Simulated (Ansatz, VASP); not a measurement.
**Two plane-wave programs on KBr**

The input POSCAR:

```
KBr
1.0
    0.0000000000      3.3024386828      3.3024386828
    3.3024386828      0.0000000000      3.3024386828
    3.3024386828      3.3024386828      0.0000000000
K Br
1 1
Direct
    0.0000000000      0.0000000000      0.0000000000
    0.5000000000      0.5000000000      0.5000000000
```

File INCAR.step1:

```
SYSTEM = KBr
PREC = Accurate
ENCUT = 520
EDIFF = 1E-5
ISMEAR = 0
SIGMA = 0.01
LREAL = .FALSE.
LASPH = .TRUE.
NELM = 100
ALGO = Normal
ISIF = 2
LWAVE = .TRUE.
LCHARG = .FALSE.
NBANDS = 15
GGA = PE
```

Contents of INCAR.step2:

```
SYSTEM = KBr
PREC = Accurate
ENCUT = 520
EDIFF = 1E-6
ISMEAR = 0
SIGMA = 0.01
LREAL = .FALSE.
LASPH = .TRUE.
NELM = 100
ALGO = Normal
ISIF = 2
LWAVE = .FALSE.
LCHARG = .FALSE.
GGA = PE
LHFCALC = .TRUE.
AEXX = 0.35
PRECFOCK = Normal
NBANDS = 15
ISTART = 1
```

Contents of KPOINTS:

```
Automatic mesh
0
G
  4 4 4
  0 0 0
```

Input for Ansatz:

```yaml
crystal:
  lattice:
    - [0.0, 3.3024386828, 3.3024386828]
    - [3.3024386828, 0.0, 3.3024386828]
    - [3.3024386828, 3.3024386828, 0.0]
  atoms:
    - { symbol: K, position: [0.0, 0.0, 0.0] }
    - { symbol: Br, position: [0.5, 0.5, 0.5] }
kpoints:
  mp_grid: { grid: [4, 4, 4] }
hamiltonian:
  xc: { exchange: pbe, correlation: pbe, exx: { coeff: 0.35 } }
scf:
  occupations: { method: fixed }
  n_extra_bands: 4
output:
  forces: true
  stress: true
  eigenvalues: true
```

Alike in both runs: task single point; functional PBE-based global hybrid; k mesh 4 × 4 × 4; no spin polarisation.

|  | VASP | Ansatz |
| --- | --- | --- |
| version | VASP 6.6.1 | Ansatz 0.2.0 |
| potentials or method | VASP PAW PBE potentials, release 64 (K_sv, Br) | plane waves |
| plane-wave cutoff (eV) | 520 | 420 |
| occupations | gaussian, width 0.01 eV | fixed |
| valence electrons in the cell | 16 | 16 |

Ansatz gave:

```
gap on the k mesh at the Fermi level (eV) : 7.08
pressure (GPa)                            : 0.3
```

What did VASP give for the same quantities?

gap on the k mesh at the Fermi level (eV): 7.10; pressure (GPa): 0.3.

VASP's potentials were made for PBE, not for PBE-based global hybrid. Ansatz's warnings: stress exchange threshold loose, stress scf threshold loose.
